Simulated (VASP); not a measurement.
Write the native input for VASP 6.6.1 that does the following.

- Task: single point
- Functional: PBEsol
- Potentials or basis: VASP PAW PBE potentials, release 64 (Hg, Te)
- Cutoff: 520 eV
- k mesh: 14 × 14 × 14
- Occupations: gaussian, width 0.15 eV
- Spin: no spin polarisation
- Dipole correction: no
- Further INCAR settings: ALGO = Normal; EDIFF = 1e-06; NBANDS = 16

The structure of HgTe lies in POSCAR:

```
HgTe
1.0
    0.0000000000      3.3524400000      3.0945600000
    3.3524400000      0.0000000000      3.0945600000
    3.3524400000      3.3524400000      0.0000000000
Hg Te
1 1
Direct
    0.0000000000      0.0000000000      0.0000000000
    0.7500000000      0.7500000000      0.7500000000
```

This cell differs from its parent crystal: strain +0.040 along x and y, -0.040 along z.

One way to write it, as run:

INCAR

```
SYSTEM = HgTe
PREC = Accurate
ENCUT = 520
EDIFF = 1E-6
ISMEAR = 0
SIGMA = 0.15
LREAL = .False.
LASPH = .True.
NELM = 60
ALGO = Normal
ISIF = 2
LWAVE = .False.
LCHARG = .True.
GGA = PS
LELF = .True.
LVHAR = .True.
NBANDS = 16
```

KPOINTS

```
Automatic mesh
0
Gamma
  14 14 14
  0 0 0
```

Potentials or basis: VASP PAW PBE potentials, release 64 (Hg, Te).

Launch:

```console
$ cat potpaw_PBE.64/Hg/POTCAR potpaw_PBE.64/Te/POTCAR > POTCAR
$ mpirun -np 1 vasp_std > vasp.out
```

Results of the run:

```json
{
  "Pressure": "-0.4 GPa"
}
```

Caveat: the cell differs from its parent crystal (strain +0.040 along x and y, -0.040 along z); the PAW data sets were made with another functional, which shifts forces and pressure a little.

Wall time 3.1 min on 1 thread of Intel(R) Xeon(R) Platinum 8488C (Sapphire Rapids), on a shared host, peak memory 0.41 GiB.
